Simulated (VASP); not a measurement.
Runs of VASP 6.6.1 on KMgH3. The structure is that of space group P4/mmm (No. 123), or close to it. The cells are those of the table. 

```csv
cell,gap on the mesh (eV),pressure (GPa)
"a = 3.824, b = 3.824, c = 4.126 Å, 5 atoms",(b),-0.3
"a = 4.226, b = 4.226, c = 3.924 Å, 5 atoms",(c),-4.9
"a = 3.924, b = 3.924, c = 4.226 Å, 5 atoms",2.05,-2.9
"a = 4.226, b = 4.226, c = 3.824 Å, 5 atoms",1.96,-4.1
"a = 3.824, b = 3.824, c = 4.226 Å, 5 atoms",2.22,(a)
"a = 4.126, b = 4.126, c = 3.824 Å, 5 atoms",2.09,-2.9
```

Alike in all rows: task single point; level LDA; potentials or basis VASP PAW LDA potentials, release 64 (K_sv, Mg, H); no spin polarisation; k mesh 8 × 8 × 8; cutoff (eV) 520; smearing gaussian 0.05 eV.

Task: Fill in the values left out.

Result: (a) -1.0; (b) 2.30; (c) 1.86.

A k mesh can miss the band edges.
